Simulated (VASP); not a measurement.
A run of VASP 6.6.1:

File INCAR:

```
  ALGO = Normal
  EDIFF = 1E-6
  ENCUT = 520
  GGA = PE
  ISIF = 2
  ISMEAR = 0
  IVDW = 12
  LASPH = True
  LCHARG = True
  LELF = True
  LREAL = False
  LVHAR = True
  LWAVE = False
  NBANDS = 19
  NELM = 80
  PREC = Accurate
  SIGMA = 0.1
```

Contents of KPOINTS:

```
k-points
0
Gamma
  12 12 8
```

File POSCAR:

```
TiTe2
1.0
    3.7481519436      0.0000000000      0.0000000000
   -1.8740759718      3.2459948004      0.0000000000
    0.0000000000      0.0000000000      6.5799604125
Ti Te
1 2
Direct
    0.0000000000      0.0000000000      0.0000000000
    0.6666666667      0.3333333333      0.2625612244
    0.3333333333      0.6666666667      0.7374387756
```

Potentials or basis: VASP PAW PBE potentials, release 64 (Ti_sv, Te).

Run with:

```sh
$ cat potpaw_PBE.64/Ti_sv/POTCAR potpaw_PBE.64/Te/POTCAR > POTCAR
$ mpirun -np 1 vasp_std > vasp.out
```

Hardware: 1 thread of AMD EPYC 9R45 96-Core Processor (Zen 5), with other jobs on the host.

Problem. Estimate the wall time of this run.

Solution. It took 100 s on 1 thread of AMD EPYC 9R45 96-Core Processor (Zen 5), on a shared host, peak memory 0.31 GiB. Counts: scf iterations 17, k points 131.
